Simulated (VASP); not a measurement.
Set up this calculation in VASP 6.6.1, as the native input.

| Quantity | Value |
| --- | --- |
| Task | single point |
| Functional | r2SCAN |
| Potentials or basis | VASP PAW PBE potentials, release 64 (Rh_pv, Ba_sv) |
| Cutoff | 520 eV |
| k mesh | 5 × 5 × 6 |
| Occupations | methfessel-paxton, width 0.0111 eV |
| Spin | no spin polarisation |
| Dipole correction | no |
| Further INCAR settings | ALGO = Normal; EDIFF = 1e-07; NBANDS = 33 |

The system is BaRh.

```
Rh Ba
1.0
     5.03982    0.00000    0.00000
     0.00000    5.03982    0.00000
     0.00000    0.00000    4.05070
Rh Ba
2 2
Cartesian
  0.0000 0.0000 0.0000
  2.5199 2.5199 0.0000
  0.0000 2.5199 2.0254
  2.5199 0.0000 2.0254
```

These files were run (other wordings do the same):

POSCAR

```
BaRh
1.0
    5.0398249100      0.0000000000      0.0000000000
    0.0000000000      5.0398249100      0.0000000000
    0.0000000000      0.0000000000      4.0507005300
Rh Ba
2 2
Direct
    0.0000000000      0.0000000000      0.0000000000
    0.5000000000      0.5000000000      0.0000000000
    0.0000000000      0.5000000000      0.5000000000
    0.5000000000      0.0000000000      0.5000000000
```

INCAR.step1

```
SYSTEM = BaRh
  ALGO = Normal
  EDIFF = 1E-4
  ENCUT = 520
  GGA = PE
  ISMEAR = 1
  LASPH = .TRUE.
  LCHARG = .FALSE.
  LREAL = .FALSE.
  LWAVE = .TRUE.
  NBANDS = 33
  NELM = 100
  PREC = Accurate
  SIGMA = 0.0111
```

INCAR.step2

```
SYSTEM = BaRh
  ALGO = Normal
  EDIFF = 1E-7
  ENCUT = 520
  ISIF = 2
  ISMEAR = 1
  ISTART = 1
  LASPH = .TRUE.
  LCHARG = .FALSE.
  LMIXTAU = .TRUE.
  LREAL = .FALSE.
  LWAVE = .FALSE.
  METAGGA = R2SCAN
  NBANDS = 33
  NELM = 100
  PREC = Accurate
  SIGMA = 0.0111
```

KPOINTS

```
k-points
0
G
  5 5 6
  0 0 0
```

Potentials or basis: VASP PAW PBE potentials, release 64 (Rh_pv, Ba_sv).

The run is started by

```console
$ cat potpaw_PBE.64/Rh_pv/POTCAR potpaw_PBE.64/Ba_sv/POTCAR > POTCAR
$ cp INCAR.step1 INCAR
$ mpirun -np 1 vasp_std > vasp.out
$ cp INCAR.step2 INCAR
$ mpirun -np 1 vasp_std > vasp.out
```

Results of the run:

```
Pressure               : 1.9 GPa
Band gap on the k mesh : zero (band 25 reaches 5.31 eV, above the bottom of band 26 at 4.44 eV)
```

Caveat: the PAW data sets were made with another functional, which shifts forces and pressure a little; spin-orbit coupling is left out, which moves the levels of the heavy elements.

It took 2.9 min on 1 thread of Intel(R) Xeon(R) Platinum 8488C (Sapphire Rapids), with other jobs on the host, peak memory 0.26 GiB.
